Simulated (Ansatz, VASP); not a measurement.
## One calculation of HfBr, two programs

The input INCAR:

```
PREC = Accurate ; ENCUT = 600
EDIFF = 1E-6 ; ISMEAR = 0
SIGMA = 0.1 ; LREAL = F
LASPH = T ; NELM = 80
ALGO = Normal ; ISIF = 3
LWAVE = F ; LCHARG = F
GGA = PE ; IBRION = 2
NSW = 100 ; EDIFFG = -0.01
```

KPOINTS

```
regular mesh
0
Gamma
  12 12 12
```

Contents of POSCAR:

```
HfBr
1.0
    0.0000000000      3.6706108078      3.6706108078
    3.6706108078      0.0000000000      3.6706108078
    3.6706108078      3.6706108078      0.0000000000
Hf Br
2 2
Direct
    0.5000000000      0.5000000000      0.5000000000
    0.7500000000      0.7500000000      0.7500000000
    0.2500000000      0.2500000000      0.2500000000
    0.0000000000      0.0000000000      0.0000000000
```

Input for Ansatz:

```yaml
crystal:
  lattice:
    - [0.0, 3.6706108078, 3.6706108078]
    - [3.6706108078, 0.0, 3.6706108078]
    - [3.6706108078, 3.6706108078, 0.0]
  atoms:
    - { symbol: Hf, position: [0.5, 0.5, 0.5] }
    - { symbol: Hf, position: [0.75, 0.75, 0.75] }
    - { symbol: Br, position: [0.25, 0.25, 0.25] }
    - { symbol: Br, position: [0.0, 0.0, 0.0] }
basis:
  ecutwfc: 420
kpoints:
  mp_grid: { grid: [12, 12, 12] }
hamiltonian:
  xc: pbe
scf:
  occupations: { method: gaussian, width: 0.1 }
output:
  forces: true
  stress: true
  eigenvalues: true
  write_density: true
  write_potential: true
  elf: true
  volumetric_format: npy
relax:
  adjacent_minimum: "off"
  f_tol: 0.01
  max_steps: 80
  cell: { stress_tol: 0.05 }
```

Alike in both runs: task relaxation of cell and atoms; functional PBE; k mesh 12 × 12 × 12; occupations gaussian, width 0.1 eV; no spin polarisation.

|  | VASP | Ansatz |
| --- | --- | --- |
| version | VASP 6.6.1 | Ansatz 0.2.0 |
| potentials or method | VASP PAW PBE potentials, release 64 (Hf_pv, Br), cutoff 600 eV | scalar-relativistic, plane waves, PAW |
| valence electrons in the cell | 34 | 66 |

```tsv
	VASP	Ansatz	Ansatz less VASP
gap on the k mesh at the Fermi level, each at its own relaxed structure (eV)	none	none	-
relaxed volume (Å³/atom)	24.44	24.58	+0.140
relaxed cell length with the largest relative difference (Å)	5.171	5.181	+0.0099
```

A gap of «none» marks a metal or a gap that the smearing closes. VASP's potentials hold 34 valence electrons a cell and Ansatz's 66, so a difference there can come from the potentials and not from the codes.

Spin-orbit coupling is off throughout.
